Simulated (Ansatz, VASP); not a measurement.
**Two plane-wave programs on Pd**

The input POSCAR:

```
Pd
1.0
   -1.5617284606      1.5617284606      1.5617284606
    1.5617284606     -1.5617284606      1.5617284606
    1.5617284606      1.5617284606     -1.5617284606
Pd
1
Direct
    0.0000000000      0.0000000000      0.0000000000
```

The input INCAR.step1:

```
  PREC = Accurate
  ENCUT = 520
  EDIFF = 1E-5
  ISMEAR = -1
  SIGMA = 0.05
  LREAL = F
  LASPH = T
  NELM = 60
  ALGO = Normal
  ISIF = 2
  LWAVE = T
  LCHARG = F
  NBANDS = 11
  GGA = PE
```

The input INCAR.step2:

```
  PREC = Accurate
  ENCUT = 520
  EDIFF = 1E-6
  ISMEAR = -1
  SIGMA = 0.05
  LREAL = F
  LASPH = T
  NELM = 60
  ALGO = Normal
  ISIF = 2
  LWAVE = F
  LCHARG = F
  GGA = PE
  LHFCALC = T
  HFSCREEN = 0.2079
  PRECFOCK = Normal
  NBANDS = 11
  ISTART = 1
```

The input KPOINTS:

```
regular mesh
0
Gamma
  8 8 8
```

File input:

```
crystal:
  lattice:
    - [-1.5617284606, 1.5617284606, 1.5617284606]
    - [1.5617284606, -1.5617284606, 1.5617284606]
    - [1.5617284606, 1.5617284606, -1.5617284606]
  atoms:
    - { symbol: Pd, position: [0.0, 0.0, 0.0] }
hamiltonian:
  xc: hse06
  pseudopotentials: { kind: paw }
kpoints:
  mp_grid: { grid: [8, 8, 8] }
scf:
  occupations: { method: fermi_dirac, width: 0.05 }
output:
  forces: true
  stress: true
  eigenvalues: true
  write_density: true
  write_potential: true
  elf: true
  volumetric_format: npy
```

Alike in both runs: task single point; functional HSE06; k mesh 8 × 8 × 8; occupations fermi-dirac, width 0.05 eV; no spin polarisation.

|  | VASP | Ansatz |
| --- | --- | --- |
| version | VASP 6.6.1 | Ansatz 0.2.0 |
| potentials or method | VASP PAW PBE potentials, release 64 (Pd) | Ansatz PAW |
| plane-wave cutoff (eV) | 520 | 420 |
| valence electrons in the cell | 10 | 18 |

```tsv
	VASP	Ansatz	Ansatz less VASP
gap on the k mesh at the Fermi level (eV)	none	none	-
pressure (GPa)	-1.7	-2.0	-0.31
```

A gap of «none» marks a metal or a gap that the smearing closes. The functional is the same, so the differences come from potentials, cutoffs and numerics. VASP's potentials hold 10 valence electrons a cell and Ansatz's 18, so a difference there can come from the potentials and not from the codes.
